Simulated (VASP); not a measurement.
# LaAl2TeRu2 (P4/mmm) in VASP: further runs

Runs on LaAl2TeRu2. Level: r2SCAN. Tasks: single point.

All numbers are computed with VASP 6.6.1; they aren't measurements. Logs are shortened: lines on timing, memory, paths and dates and some standing lists are left out, and cuts for length are marked.

## Step 1: The cell of the first run

It takes space group P4/mmm (No. 123, tetragonal). The conventional cell has a = 4.818 Å, b = 4.818 Å, c = 5.929 Å, α = 90.00°, β = 90.00°, γ = 90.00°. Within 3.9 Å of La (site symmetry 4/mmm) lie 2 Te at 2.96 Å and 8 Al at 3.74 Å and 8 Ru at 3.82 Å. Te (site symmetry 4/mmm) has 4 Ru at 2.41 Å and 2 La at 2.96 Å within 3.2 Å. Al (site symmetry 4mm) has 4 Ru at 2.80 Å and 2 Al at 2.86 to 3.07 Å and 4 Te at 3.69 Å within 3.7 Å. Ru (site symmetry mmm) has 2 Te at 2.41 Å and 4 Al at 2.80 Å within 3.2 Å.

## Step 2: Single point, r2SCAN

POSCAR

```
LaAl2TeRu2
1.0
    4.8178595246      0.0000000000      0.0000000000
    0.0000000000      4.8178595246      0.0000000000
    0.0000000000      0.0000000000      5.9292126950
La Te Al Ru
1 1 2 2
Direct
    0.0000000000      0.0000000000      0.5000000000
    0.0000000000      0.0000000000      0.0000000000
    0.5000000000      0.5000000000      0.2409670874
    0.5000000000      0.5000000000      0.7590329126
    0.0000000000      0.5000000000      0.0000000000
    0.5000000000      0.0000000000      0.0000000000
```

INCAR.step1

```
PREC     = Accurate       # precision mode
ENCUT    = 520            # plane-wave cutoff, eV
ISMEAR   = 0              # smearing method
SIGMA    = 0.1829         # smearing width, eV
LREAL    = F              # projectors in reciprocal space
LASPH    = T              # aspherical terms in the spheres
NELM     = 100            # most SCF steps
NBANDS   = 34             # bands
GGA      = PE             # functional
ALGO     = Normal         # electronic algorithm
EDIFF    = 1E-4           # SCF threshold, eV
LWAVE    = T              # write WAVECAR
LCHARG   = F              # write CHGCAR
```

INCAR.step2

```
PREC     = Accurate       # precision mode
ENCUT    = 520            # plane-wave cutoff, eV
EDIFF    = 1E-7           # SCF threshold, eV
ISMEAR   = 0              # smearing method
SIGMA    = 0.1829         # smearing width, eV
LREAL    = F              # projectors in reciprocal space
LASPH    = T              # aspherical terms in the spheres
NELM     = 100            # most SCF steps
ALGO     = Normal         # electronic algorithm
ISIF     = 2              # what is computed and relaxed
LWAVE    = F              # write WAVECAR
LCHARG   = T              # write CHGCAR
METAGGA  = R2SCAN         # meta-GGA
LMIXTAU  = T            
LELF     = T              # ELF
LVHAR    = T            
NBANDS   = 34             # bands
ISTART   = 1
```

KPOINTS

```
Automatic mesh
0
Gamma
  4 4 3
```

Potentials or basis: VASP PAW PBE potentials, release 64 (La, Te, Al, Ru_pv).

Launch:

```console
cat potpaw_PBE.64/La/POTCAR potpaw_PBE.64/Te/POTCAR potpaw_PBE.64/Al/POTCAR potpaw_PBE.64/Ru_pv/POTCAR > POTCAR
cp INCAR.step1 INCAR
mpirun -np 1 vasp_std > vasp.out
cp INCAR.step2 INCAR
mpirun -np 1 vasp_std > vasp.out
```

OUTCAR:

```text
PREC = Accurate
   ENCUT = 520
   EDIFF = 1E-7
   ISMEAR = 0
   LREAL = F
   LASPH = T
   NELM = 100
   ISIF = 2
   METAGGA = R2SCAN
   ISTART = 1

 ion  position               nearest neighbor table
   1  0.000  0.000  0.500-   2 2.96   2 2.96
   2  0.000  0.000  0.000-   5 2.41   6 2.41   5 2.41   6 2.41   1 2.96   1 2.96
   3  0.500  0.500  0.241-   5 2.80   6 2.80   6 2.80   5 2.80   4 2.86   4 3.07
   4  0.500  0.500  0.759-   5 2.80   6 2.80   6 2.80   5 2.80   3 2.86   3 3.07
   5  0.000  0.500  0.000-   2 2.41   2 2.41   4 2.80   3 2.80   3 2.80   4 2.80
   6  0.500  0.000  0.000-   2 2.41   2 2.41   4 2.80   3 2.80   4 2.80   3 2.80

  LATTYP: Found a simple tetragonal cell.
 ALAT       =     4.8178595246
 C/A-ratio  =     1.2306736352

  Lattice vectors:

 A1 = (   4.8178595246,   0.0000000000,   0.0000000000)
 A2 = (   0.0000000000,   4.8178595246,   0.0000000000)
 A3 = (   0.0000000000,   0.0000000000,   5.9292126950)

Analysis of symmetry for initial positions (statically):
=====================================================================
 Subroutine PRICEL returns:
 Original cell was already a primitive cell.

 Routine SETGRP: Setting up the symmetry group for a
 simple tetragonal supercell.

 Subroutine GETGRP returns: Found 16 space group operations
 (whereof 16 operations were pure point group operations)
 out of a pool of 16 trial point group operations.

The static configuration has the point symmetry D_4h.

Analysis of symmetry for dynamics (positions and initial velocities):
=====================================================================
 Subroutine PRICEL returns:
 Original cell was already a primitive cell.

 Routine SETGRP: Setting up the symmetry group for a
 simple tetragonal supercell.

 Subroutine GETGRP returns: Found 16 space group operations
 (whereof 16 operations were pure point group operations)
 out of a pool of 16 trial point group operations.

The dynamic configuration has the point symmetry D_4h.

 Subroutine INISYM returns: Found 16 space group operations
 (whereof 16 operations are pure point group operations),
 and found     1 'primitive' translations

----------------------------------------------------------------------------------------

                                     Primitive cell

  volume of cell :     137.6275

  direct lattice vectors                    reciprocal lattice vectors
     4.817859525  0.000000000  0.000000000     0.207561054  0.000000000  0.000000000
     0.000000000  4.817859525  0.000000000     0.000000000  0.207561054  0.000000000
     0.000000000  0.000000000  5.929212695     0.000000000  0.000000000  0.168656456

  length of vectors
     4.817859525  4.817859525  5.929212695     0.207561054  0.207561054  0.168656456

  position of ions in fractional coordinates (direct lattice)
     0.000000000  0.000000000  0.500000000
     0.000000000  0.000000000  0.000000000
     0.500000000  0.500000000  0.240967087
     0.500000000  0.500000000  0.759032913
     0.000000000  0.500000000  0.000000000
     0.500000000  0.000000000  0.000000000

  ion indices of the primitive-cell ions
   primitive index   ion index
                 1           1
                 2           2
                 3           3
                 4           4
                 5           5
                 6           6

----------------------------------------------------------------------------------------

 KPOINTS: Automatic mesh

Automatic generation of k-mesh.
 Grid dimensions read from file:
 generate k-points for:    4    4    3

 Generating k-lattice:

  Cartesian coordinates                     Fractional coordinates (reciprocal lattice)
     0.051890263  0.000000000  0.000000000     0.250000000  0.000000000  0.000000000
     0.000000000  0.051890263  0.000000000     0.000000000  0.250000000  0.000000000
     0.000000000  0.000000000  0.056218819     0.000000000  0.000000000  0.333333333

  Length of vectors
     0.051890263  0.051890263  0.056218819

  Shift w.r.t. Gamma in fractional coordinates (k-lattice)
     0.000000000  0.000000000  0.000000000

 Subroutine IBZKPT returns following result:
 ===========================================

 Found     12 irreducible k-points:

 Following reciprocal coordinates:
            Coordinates               Weight
  0.000000  0.000000  0.000000      1.000000
  0.250000  0.000000  0.000000      4.000000
  0.500000  0.000000  0.000000      2.000000
  0.250000  0.250000  0.000000      4.000000
  0.500000  0.250000  0.000000      4.000000
  0.500000  0.500000  0.000000      1.000000
  0.000000  0.000000  0.333333      2.000000
  0.250000  0.000000  0.333333      8.000000
  0.500000  0.000000  0.333333      4.000000
  0.250000  0.250000  0.333333      8.000000
  0.500000  0.250000  0.333333      8.000000
  0.500000  0.500000  0.333333      2.000000
   k-points           NKPTS =     12   k-points in BZ     NKDIM =     12   number of bands    NBANDS=     34
   number of dos      NEDOS =    301   number of ions     NIONS =      6
   total plane-waves  NPLWV =  62208
   dimension x,y,z NGX =    36 NGY =   36 NGZ =   48
   dimension x,y,z NGXF=    72 NGYF=   72 NGZF=   96
   ions per type =               1   1   2   2
   NGX,Y,Z   is equivalent  to a cutoff of  12.42, 12.42, 13.46 a.u.
   NGXF,Y,Z  is equivalent  to a cutoff of  24.84, 24.84, 26.92 a.u.
 SYSTEM =  unknown system
   PREC   = accura    normal or accurate (medium, high low for compatibility)
   ISTART =      1    job   : 0-new  1-cont  2-samecut
   ICHARG =      0    charge: 1-file 2-atom 10-const
   ISPIN  =      1    spin polarized calculation?
   LNONCOLLINEAR =      F non collinear calculations
   LSORBIT =      F    spin-orbit coupling
   LASPH  =      T    aspherical Exc in radial PAW
   ENCUT  =  520.0 eV  38.22 Ry    6.18 a.u.   8.96  8.96 11.02*2*pi/ulx,y,z
   NELM   =    100;   NELMIN=  2; NELMDL=  0     # of ELM steps
   EDIFF  = 0.1E-06   stopping-criterion for ELM
   LREAL  =      F    real-space projection
   EDIFFG = 0.1E-05   stopping-criterion for IOM
   NSW    =      0    number of steps for IOM
   IBRION =     -1    ionic relax: 0-MD 1-quasi-New 2-CG
   NFREE  =      0    steps in history (QN), initial steepest desc. (CG)
   ISIF   =      2    stress and relaxation
   ISYM   =      2    0-nonsym 1-usesym 2-fastsym
   POTIM  = 0.5000    time-step for ionic-motion
   TEBEG  =    0.0;   TEEND  =   0.0 temperature during run
   PSTRESS=    0.0 pullay stress
   NELECT =      51.0000    total number of electrons
   NUPDOWN=      -1.0000    fix difference up-down
   EMIN   =  10.00;   EMAX   =-10.00  energy-range for DOS
   EFERMI =   0.00;   METHOD = LEGACY
   ISMEAR =     0;   SIGMA  =   0.18  broadening in eV -4-tet -1-fermi 0-gaus
   EFERMI_NEDOS =   21; number of points for ismear=-14 and -15
   IALGO  =     38    algorithm
   IMIX   =      4    mixing-type and parameters
     AMIX     =   0.40;   BMIX     =  1.00
     AMIX_MAG =   1.60;   BMIX_MAG =  1.00
  volume/ion in A,a.u.               =      22.94       154.79
  Fermi-wavevector in a.u.,A,eV,Ry     =   1.175880  2.222092 18.812701  1.382695
  Thomas-Fermi vector in A             =   2.312254
   LORBIT       =      0    0 simple, 1 ext, 2 COOP (PROOUT), +10 PAW based schemes
   METAGGA = R2SCAN    functional components
   LHFCALC =     F    Hartree Fock is set to
   AEXX    =    0.0000 exact exchange contribution
   IVDW    =     0    specifies the selected vdW correction
   LEPSILON=     F    determine dielectric tensor
   LRPA    =     F    only Hartree local field effects (RPA)
 non-spin polarized calculation
 Gauss-broadening in eV      SIGMA  =   0.18
  energy-cutoff  :      520.00
  volume of cell :      137.63
 maximum number of plane-waves:      3740
 NGX is ok and might be reduce to    36
   NGX = 17   NGY = 17   NGZ = 23

 number of electron      51.0000006 magnetization

 Free energy of the ion-electron system (eV)
  ---------------------------------------------------
  ext. energy  EPLUGINS =         0.00000000
  ---------------------------------------------------
  free energy    TOTEN  =      -119.04153676 eV

  energy without entropy =     -118.89492652  energy(sigma->0) =     -118.96823164

 E-fermi :   7.8531     XC(G=0): -10.9907

 val. band max:        7.8290042812   @ k =   0.2500   0.0000   0.0000
 cond. band min:       7.8531071731   @ k =   0.5000   0.2500   0.3333
 fundamental gap:      0.0241028919
 Fermi energy:         7.8530694576

 k-point     1 :       0.0000    0.0000    0.0000
  band No.  band energies     occupation
      1     -36.0159      2.00000
      2     -36.0159      2.00000
      3     -35.5870      2.00000
      4     -35.5870      2.00000
      5     -35.3147      2.00000
      6     -35.3037      2.00000
[... 26 lines left out ...]
     33      10.0715      0.00000
     34      10.0715      0.00000

 k-point     2 :       0.2500    0.0000    0.0000
  band No.  band energies     occupation
      1     -36.0150      2.00000
      2     -36.0088      2.00000
      3     -35.5883      2.00000
      4     -35.5875      2.00000
      5     -35.3128      2.00000
      6     -35.3051      2.00000
[... 26 lines left out ...]
     33      10.0591      0.00000
     34      10.1336      0.00000

 k-point     3 :       0.5000    0.0000    0.0000
  band No.  band energies     occupation
      1     -36.0141      2.00000
      2     -36.0017      2.00000
      3     -35.5896      2.00000
      4     -35.5880      2.00000
      5     -35.3091      2.00000
      6     -35.3083      2.00000
[... 26 lines left out ...]
     33      10.0988      0.00000
     34      10.1392      0.00000
[... 260 lines left out ...]
 k-point    11 :       0.5000    0.2500    0.3333
  band No.  band energies     occupation
      1     -36.0420      2.00000
      2     -35.9674      2.00000
      3     -35.6103      2.00000
      4     -35.5671      2.00000
      5     -35.3087      2.00000
      6     -35.3082      2.00000
[... 26 lines left out ...]
     33       9.9657      0.00000
     34       9.9944      0.00000

 k-point    12 :       0.5000    0.5000    0.3333
  band No.  band energies     occupation
      1     -36.0541      2.00000
      2     -35.9488      2.00000
      3     -35.6191      2.00000
      4     -35.5580      2.00000
      5     -35.3082      2.00000
      6     -35.3082      2.00000
[... 26 lines left out ...]
     33       9.9311      0.00000
     34       9.9510      0.00000

------------------------ aborting loop because EDIFF is reached ----------------------------------------

  FORCE on cell =-STRESS in cart. coord.  units (eV):
  Direction    XX          YY          ZZ          XY          YZ          ZX
  --------------------------------------------------------------------------------------
  -------------------------------------------------------------------------------------
  Total       -0.1401748     -0.1401748     -0.0963815      0.0000000      0.0000000      0.0000000
  in kB       -1.6318318     -1.6318318     -1.1220156      0.0000000      0.0000000      0.0000000
  external PRESSURE =      -1.4618930 kB  Pullay stress =       0.0000000 kB

 VOLUME and BASIS-vectors are now :
 -----------------------------------------------------------------------------
  energy-cutoff  :      520.00
  volume of cell :      137.63
      direct lattice vectors                 reciprocal lattice vectors
     4.817859525  0.000000000  0.000000000     0.207561054  0.000000000  0.000000000
     0.000000000  4.817859525  0.000000000     0.000000000  0.207561054  0.000000000
     0.000000000  0.000000000  5.929212695     0.000000000  0.000000000  0.168656456

 POSITION                                       TOTAL-FORCE (eV/Angst)
 -----------------------------------------------------------------------------------
      0.00000      0.00000      2.96461         0.000000      0.000000      0.000000
      0.00000      0.00000      0.00000         0.000000      0.000000      0.000000
      2.40893      2.40893      1.42875         0.000000      0.000000      0.003306
      2.40893      2.40893      4.50047         0.000000     -0.000000     -0.003306
      0.00000      2.40893      0.00000         0.000000      0.000000      0.000000
      2.40893      0.00000      0.00000         0.000000      0.000000      0.000000
 -----------------------------------------------------------------------------------
    total drift:                                0.000000     -0.000000     -0.000000

  FREE ENERGIE OF THE ION-ELECTRON SYSTEM (eV)
  ---------------------------------------------------
  free  energy   TOTEN  =      -119.0415367583 eV

  energy  without entropy=     -118.8949265226  energy(sigma->0) =     -118.96823164
```

Wall time 2 min (1 thread of Intel Xeon 6975P-C (Granite Rapids), shared host); peak memory 0.3 GiB.

Results:

- Free energy: -119.0415 eV
- Pressure: -0.1 GPa
- Largest force: 0.003 eV/Å

Forces in eV/Å, atoms in the order of the input:
```
La   0.000  0.000  0.000
Te   0.000  0.000  0.000
Al   0.000  0.000  0.003
Al   0.000  0.000 -0.003
Ru   0.000  0.000  0.000
Ru   0.000  0.000  0.000
```

Levels at points of the mesh, in eV from the Fermi level:
```
           k point  band 23  band 24  band 25  band 26  band 27  band 28
(0.00, 0.00, 0.00)    -1.27    -1.12    -0.87    -0.23     1.03     1.03
(0.50, 0.00, 0.00)    -0.61    -0.18    -0.05     0.23     0.25     0.25
(0.50, 0.50, 0.00)    -1.08    -1.08    -0.84    -0.04    -0.04     1.11
```

Caveat: the PAW data sets were made with another functional, which shifts forces and pressure a little; spin-orbit coupling is left out, which moves the levels of the heavy elements.

(Part 1 of 2 ends here.)
